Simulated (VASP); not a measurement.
A run of VASP 6.6.1:

Contents of INCAR:

```
SYSTEM = Be3CdS2
ALGO     = Normal         ! electronic algorithm
EDIFF    = 1E-7           ! SCF threshold, eV
EDIFFG   = -0.04          ! ionic threshold
ENCUT    = 600            ! plane-wave cutoff, eV
GGA      = PE             ! functional
GGA_COMPAT= .FALSE.      
IBRION   = 2              ! ionic algorithm
ISIF     = 3              ! what is computed and relaxed
ISMEAR   = 0              ! smearing method
LASPH    = .TRUE.         ! aspherical terms in the spheres
LCHARG   = .FALSE.        ! write CHGCAR
LREAL    = .FALSE.        ! projectors in reciprocal space
LWAVE    = .FALSE.        ! write WAVECAR
NELM     = 120            ! most SCF steps
NELMIN   = 4            
NSW      = 90             ! ionic steps
PREC     = Accurate       ! precision mode
SIGMA    = 0.1            ! smearing width, eV
```

The input KPOINTS:

```
k-points
0
G
  6 6 6
  0 0 0
```

The input POSCAR:

```
Be3CdS2
1.0
    2.5878858500      1.4941165900      3.9595970100
   -2.5878858500      1.4941165900      3.9595970100
    0.0000000000     -2.9882331800      3.9595970100
Be Cd S
3 1 2
Direct
    0.0000000000      0.5000000000      0.0000000000
    0.5000000000      0.0000000000      0.0000000000
    0.0000000000      0.0000000000      0.5000000000
    0.0000000000      0.0000000000      0.0000000000
    0.6272294500      0.6272294500      0.6272294500
    0.3727705500      0.3727705500      0.3727705500
```

Potentials or basis: VASP PAW PBE potentials, release 64 (Be, Cd, S).

The run is started by

```bash
$ cat potpaw_PBE.64/Be/POTCAR potpaw_PBE.64/Cd/POTCAR potpaw_PBE.64/S/POTCAR > POTCAR
$ mpirun -np 1 vasp_std > vasp.out
```

Hardware: 1 thread of Intel(R) Xeon(R) 6975P-C (Granite Rapids), on a shared host.

Task: How long does it take, and how much memory?

Result: It took 16 min on 1 thread of Intel(R) Xeon(R) 6975P-C (Granite Rapids) (shared host), peak memory 0.29 GiB. Counts: scf iterations 295, k points 32, ion steps 32.
